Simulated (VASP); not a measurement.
# VSi (CsCl type) (Pm-3m) in VASP: further runs

The runs below take VSi (CsCl type) through single point, with LDA.

Everything below comes from runs of VASP 6.6.1. Logs are shortened: lines on timing, memory, paths and dates and some standing lists are left out, and cuts for length are marked.

### Step 1. The cell of the first run

It takes space group Pm-3m (No. 221, cubic). Conventional cell: a = 2.772 Å, b = 2.772 Å, c = 2.772 Å, α = 90.00°, β = 90.00°, γ = 90.00°. V (site symmetry m-3m) has 8 Si at 2.40 Å and 6 V at 2.77 Å within 3.2 Å. Within 3.2 Å of Si (site symmetry m-3m) lie 8 V at 2.40 Å and 6 Si at 2.77 Å.

### Step 2. Single point, LDA

The input, INCAR:

```
SYSTEM = VSi
PREC     = Accurate       ! precision mode
ENCUT    = 520            ! plane-wave cutoff, eV
EDIFF    = 1E-6           ! SCF threshold, eV
ISMEAR   = -1             ! smearing method
SIGMA    = 0.1            ! smearing width, eV
LREAL    = .False.        ! projectors in reciprocal space
LASPH    = .True.         ! aspherical terms in the spheres
NELM     = 80             ! most SCF steps
ALGO     = Normal         ! electronic algorithm
ISIF     = 2              ! what is computed and relaxed
LWAVE    = .False.        ! write WAVECAR
LCHARG   = .False.        ! write CHGCAR
NBANDS   = 16             ! bands
```

The input, KPOINTS:

```
regular mesh
0
Gamma
  14 14 14
  0 0 0
```

The input, POSCAR:

```
VSi
1.0
    2.7721884163      0.0000000000      0.0000000000
    0.0000000000      2.7721884163      0.0000000000
    0.0000000000      0.0000000000      2.7721884163
V Si
1 1
Direct
    0.0000000000      0.0000000000      0.0000000000
    0.5000000000      0.5000000000      0.5000000000
```

Potentials or basis: VASP PAW LDA potentials, release 64 (V_sv, Si).

Run with:

```console
$ cat potpaw_LDA.64/V_sv/POTCAR potpaw_LDA.64/Si/POTCAR > POTCAR
$ mpirun -np 1 vasp_std > vasp.out
```

OUTCAR:

```text
SYSTEM = VSi
   PREC = Accurate
   ENCUT = 520
   EDIFF = 1E-6
   ISMEAR = -1
   LREAL = .False.
   LASPH = .True.
   NELM = 80
   ISIF = 2

 ion  position               nearest neighbor table
   1  0.000  0.000  0.000-   2 2.40   2 2.40   2 2.40   2 2.40   2 2.40   2 2.40   2 2.40   2 2.40

   2  0.500  0.500  0.500-   1 2.40   1 2.40   1 2.40   1 2.40   1 2.40   1 2.40   1 2.40   1 2.40

  LATTYP: Found a simple cubic cell.
 ALAT       =     2.7721884163

  Lattice vectors:

 A1 = (   2.7721884163,   0.0000000000,   0.0000000000)
 A2 = (   0.0000000000,   2.7721884163,   0.0000000000)
 A3 = (   0.0000000000,   0.0000000000,   2.7721884163)

Analysis of symmetry for initial positions (statically):
=====================================================================
 Subroutine PRICEL returns:
 Original cell was already a primitive cell.

 Routine SETGRP: Setting up the symmetry group for a
 simple cubic supercell.

 Subroutine GETGRP returns: Found 48 space group operations
 (whereof 48 operations were pure point group operations)
 out of a pool of 48 trial point group operations.

The static configuration has the point symmetry O_h .

Analysis of symmetry for dynamics (positions and initial velocities):
=====================================================================
 Subroutine PRICEL returns:
 Original cell was already a primitive cell.

 Routine SETGRP: Setting up the symmetry group for a
 simple cubic supercell.

 Subroutine GETGRP returns: Found 48 space group operations
 (whereof 48 operations were pure point group operations)
 out of a pool of 48 trial point group operations.

The dynamic configuration has the point symmetry O_h .

 Subroutine INISYM returns: Found 48 space group operations
 (whereof 48 operations are pure point group operations),
 and found     1 'primitive' translations

----------------------------------------------------------------------------------------

                                     Primitive cell

  volume of cell :      21.3043

  direct lattice vectors                    reciprocal lattice vectors
     2.772188416  0.000000000  0.000000000     0.360725842  0.000000000  0.000000000
     0.000000000  2.772188416  0.000000000     0.000000000  0.360725842  0.000000000
     0.000000000  0.000000000  2.772188416     0.000000000  0.000000000  0.360725842

  length of vectors
     2.772188416  2.772188416  2.772188416     0.360725842  0.360725842  0.360725842

  position of ions in fractional coordinates (direct lattice)
     0.000000000  0.000000000  0.000000000
     0.500000000  0.500000000  0.500000000

  ion indices of the primitive-cell ions
   primitive index   ion index
                 1           1
                 2           2

----------------------------------------------------------------------------------------

 KPOINTS: regular mesh

Automatic generation of k-mesh.
 Grid dimensions read from file:
 generate k-points for:   14   14   14

 Generating k-lattice:

  Cartesian coordinates                     Fractional coordinates (reciprocal lattice)
     0.025766132  0.000000000  0.000000000     0.071428571  0.000000000  0.000000000
     0.000000000  0.025766132  0.000000000     0.000000000  0.071428571  0.000000000
     0.000000000  0.000000000  0.025766132     0.000000000  0.000000000  0.071428571

  Length of vectors
     0.025766132  0.025766132  0.025766132

  Shift w.r.t. Gamma in fractional coordinates (k-lattice)
     0.000000000  0.000000000  0.000000000

 Subroutine IBZKPT returns following result:
 ===========================================

 Found    120 irreducible k-points:

 Following reciprocal coordinates:
            Coordinates               Weight
  0.000000  0.000000  0.000000      1.000000
  0.071429  0.000000  0.000000      6.000000
  0.142857  0.000000  0.000000      6.000000
  0.214286  0.000000  0.000000      6.000000
  0.285714  0.000000  0.000000      6.000000
  0.357143  0.000000  0.000000      6.000000
[... 16 lines left out ...]
  0.285714  0.214286  0.000000     24.000000
  0.357143  0.214286  0.000000     24.000000
 [... further k-points ...]
   k-points           NKPTS =    120   k-points in BZ     NKDIM =    120   number of bands    NBANDS=     16
   number of dos      NEDOS =    301   number of ions     NIONS =      2
   total plane-waves  NPLWV =  13824
   dimension x,y,z NGX =    24 NGY =   24 NGZ =   24
   dimension x,y,z NGXF=    48 NGYF=   48 NGZF=   48
   ions per type =               1   1
   NGX,Y,Z   is equivalent  to a cutoff of  14.39, 14.39, 14.39 a.u.
   NGXF,Y,Z  is equivalent  to a cutoff of  28.79, 28.79, 28.79 a.u.
 SYSTEM =  VSi
   PREC   = accura    normal or accurate (medium, high low for compatibility)
   ISTART =      0    job   : 0-new  1-cont  2-samecut
   ICHARG =      2    charge: 1-file 2-atom 10-const
   ISPIN  =      1    spin polarized calculation?
   LNONCOLLINEAR =      F non collinear calculations
   LSORBIT =      F    spin-orbit coupling
   LASPH  =      T    aspherical Exc in radial PAW
   ENCUT  =  520.0 eV  38.22 Ry    6.18 a.u.   5.15  5.15  5.15*2*pi/ulx,y,z
   NELM   =     80;   NELMIN=  2; NELMDL= -5     # of ELM steps
   EDIFF  = 0.1E-05   stopping-criterion for ELM
   LREAL  =      F    real-space projection
[... 7 lines left out ...]
   TEBEG  =    0.0;   TEEND  =   0.0 temperature during run
   PSTRESS=    0.0 pullay stress
   NELECT =      17.0000    total number of electrons
   NUPDOWN=      -1.0000    fix difference up-down
   EMIN   =  10.00;   EMAX   =-10.00  energy-range for DOS
   EFERMI =   0.00;   METHOD = LEGACY
   ISMEAR =    -1;   SIGMA  =   0.10  broadening in eV -4-tet -1-fermi 0-gaus
   EFERMI_NEDOS =   21; number of points for ismear=-14 and -15
   IALGO  =     38    algorithm
   IMIX   =      4    mixing-type and parameters
     AMIX     =   0.40;   BMIX     =  1.00
     AMIX_MAG =   1.60;   BMIX_MAG =  1.00
  volume/ion in A,a.u.               =      10.65        71.88
  Fermi-wavevector in a.u.,A,eV,Ry     =   1.518454  2.869463 31.371000  2.305703
  Thomas-Fermi vector in A             =   2.627573
   LORBIT       =      0    0 simple, 1 ext, 2 COOP (PROOUT), +10 PAW based schemes
   GGA     = CA    functional components
   LHFCALC =     F    Hartree Fock is set to
   AEXX    =    0.0000 exact exchange contribution
   IVDW    =     0    specifies the selected vdW correction
   LEPSILON=     F    determine dielectric tensor
   LRPA    =     F    only Hartree local field effects (RPA)
 non-spin polarized calculation
  energy-cutoff  :      520.00
  volume of cell :       21.30
 maximum number of plane-waves:       588
 NGX is ok and might be reduce to    24
   NGX = 11   NGY = 11   NGZ = 11

 number of electron      17.0000009 magnetization

 Free energy of the ion-electron system (eV)
  ---------------------------------------------------
  ext. energy  EPLUGINS =         0.00000000
  ---------------------------------------------------
  free energy    TOTEN  =       -15.92153558 eV

  energy without entropy =      -15.85154287  energy(sigma->0) =      -15.88653922

 E-fermi :  13.6424     XC(G=0): -13.5492

 val. band max:       13.6387448793   @ k =   0.5000   0.3571   0.0714
 cond. band min:      13.6439027070   @ k =   0.5000   0.4286   0.0000
 fundamental gap:      0.0051578278
 Fermi energy:        13.6424104254

 k-point     1 :       0.0000    0.0000    0.0000
  band No.  band energies     occupation
      1     -49.0959      2.00000
      2     -23.2758      2.00000
      3     -23.2758      2.00000
      4     -23.2758      2.00000
      5       0.3860      2.00000
      6      10.6988      2.00000
[... 8 lines left out ...]
     15      23.7190      0.00000
     16      29.0208      0.00000

 k-point     2 :       0.0714    0.0000    0.0000
  band No.  band energies     occupation
      1     -49.0934      2.00000
      2     -23.2987      2.00000
      3     -23.2737      2.00000
      4     -23.2737      2.00000
      5       0.4942      2.00000
      6      10.6322      2.00000
[... 8 lines left out ...]
     15      24.0830      0.00000
     16      29.3063      0.00000

 k-point     3 :       0.1429    0.0000    0.0000
  band No.  band energies     occupation
      1     -49.0864      2.00000
      2     -23.3627      2.00000
      3     -23.2679      2.00000
      4     -23.2679      2.00000
      5       0.8142      2.00000
      6      10.3675      2.00000
[... 8 lines left out ...]
     15      24.8321      0.00000
     16      30.2054      0.00000

 k-point     4 :       0.2143    0.0000    0.0000
  band No.  band energies     occupation
      1     -49.0762      2.00000
      2     -23.4542      2.00000
      3     -23.2595      2.00000
      4     -23.2595      2.00000
      5       1.3330      2.00000
      6       9.7793      2.00000
[... 8 lines left out ...]
     15      25.5130      0.00000
     16      30.1687      0.00000

 k-point     5 :       0.2857    0.0000    0.0000
  band No.  band energies     occupation
      1     -49.0649      2.00000
      2     -23.5545      2.00000
      3     -23.2502      2.00000
      4     -23.2502      2.00000
      5       2.0300      2.00000
      6       8.8528      2.00000
[... 8 lines left out ...]
     15      25.9994      0.00000
     16      28.5707      0.00000

 k-point     6 :       0.3571    0.0000    0.0000
  band No.  band energies     occupation
      1     -49.0546      2.00000
      2     -23.6439      2.00000
      3     -23.2418      2.00000
      4     -23.2418      2.00000
      5       2.8742      2.00000
      6       7.7263      2.00000
[... 8 lines left out ...]
     15      26.3212      0.00000
     16      27.0529      0.00000
[... 267 lines left out ...]
 k-point    21 :       0.5000    0.1429    0.0000
  band No.  band energies     occupation
      1     -49.0360      2.00000
      2     -23.7123      2.00000
      3     -23.3136      2.00000
      4     -23.2262      2.00000
      5       4.5285      2.00000
      6       6.3493      2.00000
[... 8 lines left out ...]
     15      23.6309      0.00000
     16      25.4912      0.00000

 k-point    22 :       0.2143    0.2143    0.0000
  band No.  band energies     occupation
      1     -49.0569      2.00000
      2     -23.4422      2.00000
      3     -23.4223      2.00000
      4     -23.2434      2.00000
      5       2.1865      2.00000
      6      10.2512      2.00000
[... 8 lines left out ...]
     15      27.3162      0.00000
     16      27.6507      0.00000

 k-point    23 :       0.2857    0.2143    0.0000
  band No.  band energies     occupation
      1     -49.0458      2.00000
      2     -23.5303      2.00000
      3     -23.4187      2.00000
      4     -23.2341      2.00000
      5       2.8037      2.00000
      6       9.3335      2.00000
[... 8 lines left out ...]
     15      26.1633      0.00000
     16      28.4113      0.00000

 k-point    24 :       0.3571    0.2143    0.0000
  band No.  band energies     occupation
      1     -49.0358      2.00000
      2     -23.6164      2.00000
      3     -23.4080      2.00000
      4     -23.2258      2.00000
      5       3.5309      2.00000
      6       8.3020      2.00000
[... 8 lines left out ...]
     15      25.0746      0.00000
     16      27.4933      0.00000

 [... further k-points ...]
[... 5 lines left out ...]
  --------------------------------------------------------------------------------------
  -------------------------------------------------------------------------------------
  Total        5.2910234      5.2910234      5.2910234      0.0000000      0.0000000     -0.0000000
  in kB      397.9074123    397.9074123    397.9074123      0.0000000      0.0000000     -0.0000000
  external PRESSURE =     397.9074123 kB  Pullay stress =       0.0000000 kB

 VOLUME and BASIS-vectors are now :
 -----------------------------------------------------------------------------
  energy-cutoff  :      520.00
  volume of cell :       21.30
      direct lattice vectors                 reciprocal lattice vectors
     2.772188416  0.000000000  0.000000000     0.360725842  0.000000000  0.000000000
     0.000000000  2.772188416  0.000000000     0.000000000  0.360725842  0.000000000
     0.000000000  0.000000000  2.772188416     0.000000000  0.000000000  0.360725842

 POSITION                                       TOTAL-FORCE (eV/Angst)
 -----------------------------------------------------------------------------------
      0.00000      0.00000      0.00000         0.000000      0.000000      0.000000
      1.38609      1.38609      1.38609         0.000000      0.000000      0.000000
 -----------------------------------------------------------------------------------
    total drift:                               -0.000000      0.000000      0.000000

  FREE ENERGIE OF THE ION-ELECTRON SYSTEM (eV)
  ---------------------------------------------------
  free  energy   TOTEN  =       -15.9215355799 eV

  energy  without entropy=      -15.8515428698  energy(sigma->0) =      -15.88653922
```

Run time: 20 s. Hardware: 1 thread of AMD EPYC 9R45 (Zen 5), shared host; peak memory 0.12 GiB.

What came out:

```
Free energy : -15.9215 eV
Pressure    : 39.8 GPa
```

Levels at points of the mesh, in eV from the Fermi level:
| k point | band 6 | band 7 | band 8 | band 9 | band 10 | band 11 | band 12 | band 13 |
| --- | --- | --- | --- | --- | --- | --- | --- | --- |
| (0.00, 0.00, 0.00) | -2.94 | -2.94 | 1.77 | 1.77 | 1.77 | 3.94 | 3.94 | 3.94 |
| (0.50, 0.00, 0.00) | -7.74 | -1.50 | -0.95 | -0.95 | 2.13 | 3.58 | 6.34 | 10.41 |
| (0.50, 0.50, 0.00) | -3.98 | -3.98 | -2.53 | 0.06 | 0.06 | 3.28 | 5.49 | 6.26 |
| (0.50, 0.50, 0.50) | -5.77 | -5.77 | -1.60 | 3.37 | 3.37 | 3.47 | 3.47 | 3.47 |

### Step 3. Single point, LDA

The input, INCAR:

```
SYSTEM = VSi
  PREC = Accurate
  ENCUT = 520
  EDIFF = 1E-6
  ISMEAR = -1
  SIGMA = 0.1
  LREAL = .FALSE.
  LASPH = .TRUE.
  NELM = 100
  ALGO = Normal
  ISIF = 2
  LWAVE = .FALSE.
  LCHARG = .FALSE.
  NBANDS = 16
```

The input, KPOINTS:

```
Automatic mesh
0
G
  14 14 14
  0 0 0
```

The input, POSCAR:

```
VSi
1.0
    2.7723098577      0.0000000000      0.0000000000
    0.0000000000      2.7723098577      0.0000000000
    0.0000000000      0.0000000000      2.7723098577
V Si
1 1
Direct
    0.0000000000      0.0000000000      0.0000000000
    0.5000000000      0.5000000000      0.5000000000
```

Potentials or basis: VASP PAW LDA potentials, release 64 (V_sv, Si).

Run with:

```console
$ cat potpaw_LDA.64/V_sv/POTCAR potpaw_LDA.64/Si/POTCAR > POTCAR
$ mpirun -np 1 vasp_std > vasp.out
```

Run time: 21 s. Hardware: 1 thread of AMD EPYC 9R45 (Zen 5), shared host; peak memory 0.12 GiB.

The run converged. Its results:

```yaml
Free_energy: -15.9222 eV
Pressure: 39.7 GPa
```

Levels at points of the mesh, in eV from the Fermi level:
```tsv
k point	band 5	band 6	band 7	band 8	band 9	band 10	band 11	band 12	band 13	band 14
(0.00, 0.00, 0.00)	-13.26	-2.94	-2.94	1.77	1.77	1.77	3.94	3.94	3.94	10.08
(0.50, 0.00, 0.00)	-9.24	-7.74	-1.50	-0.95	-0.95	2.13	3.58	6.34	10.41	10.41
(0.50, 0.50, 0.00)	-8.46	-3.98	-3.98	-2.53	0.06	0.06	3.28	5.49	6.26	7.99
(0.50, 0.50, 0.50)	-5.77	-5.77	-5.77	-1.60	3.37	3.37	3.47	3.47	3.47	7.66
```
